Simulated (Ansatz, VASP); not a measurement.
## PtSe2 in VASP and in Ansatz

Contents of INCAR:

```
ALGO = Normal
EDIFF = 1E-6
ENCUT = 520
GGA = PE
ISIF = 2
ISMEAR = 0
LASPH = True
LCHARG = True
LELF = True
LREAL = False
LVHAR = True
LWAVE = False
NBANDS = 18
NELM = 80
PREC = Accurate
SIGMA = 0.01
```

File KPOINTS:

```
k-points
0
Gamma
  8 8 8
```

Contents of POSCAR:

```
PtSe2
1.0
    1.8457016919      1.0656163686      5.7607123305
   -1.8457016919      1.0656163686      5.7607123305
    0.0000000000     -2.1312327373      5.7607123305
Pt Se
1 2
Direct
    0.0000000000      0.0000000000      0.0000000000
    0.2567812153      0.2567812153      0.2567812153
    0.7432187847      0.7432187847      0.7432187847
```

Input for Ansatz:

```yaml
crystal:
  lattice:
    - [1.8457016919, 1.0656163686, 5.7607123305]
    - [-1.8457016919, 1.0656163686, 5.7607123305]
    - [0.0, -2.1312327373, 5.7607123305]
  atoms:
    - { symbol: Pt, position: [0.0, 0.0, 0.0] }
    - { symbol: Se, position: [0.2567812153, 0.2567812153, 0.2567812153] }
    - { symbol: Se, position: [0.7432187847, 0.7432187847, 0.7432187847] }
kpoints:
  mp_grid: { grid: [8, 8, 8] }
  band_path:
    path:
      - [0.0, 0.0, 0.0]
      - [0.5, 0.5, 0.5]
      - [0.8105216082, 0.1894783918, 0.5]
      - [0.5, -0.1894783918, 0.1894783918]
      - [0.5, 0.0, 0.0]
      - [0.3447391959, -0.3447391959, 0.0]
      - [0.6552608041, 0.0, 0.3447391959]
      - [0.5, 0.0, 0.5]
      - [-0.046875, 0.005208, 0.041667]
      - [0.229167, 0.229167, 0.486979]
      - [0.25, 0.25, -0.5]
    npoints: 1
hamiltonian:
  xc: pbe
scf:
  occupations: { method: fixed }
  n_extra_bands: 4
output:
  forces: true
  stress: true
  eigenvalues: true
```

Alike in both runs: task single point; functional PBE; k mesh 8 × 8 × 8; no spin polarisation.

```csv
,VASP,Ansatz
version,VASP 6.6.1,Ansatz 0.2.0
potentials or method,"VASP PAW PBE potentials, release 64 (Pt, Se)","plane waves, PAW"
plane-wave cutoff (eV),520,420
occupations,"gaussian, width 0.01 eV",fixed
valence electrons in the cell,22,50
```

VASP gave:

```
gap on the k mesh at the Fermi level (eV)                     : 0.38
pressure (GPa)                                                : 3.6
traceless stress, the component that is largest in VASP (GPa) : -0.98
rms of the force components (eV/Å)                            : 0.064
```

What did Ansatz give for the same quantities?

gap on the k mesh at the Fermi level (eV): 0.39; pressure (GPa): 3.6; traceless stress, the component that is largest in VASP (GPa): -0.99; rms of the force components (eV/Å): 0.064.

Atom by atom the forces differ by 0.000 eV/Å (rms over components). VASP's potentials hold 22 valence electrons a cell and Ansatz's 50, so a difference there can come from the potentials and not from the codes.

Neither program's run includes spin-orbit coupling.
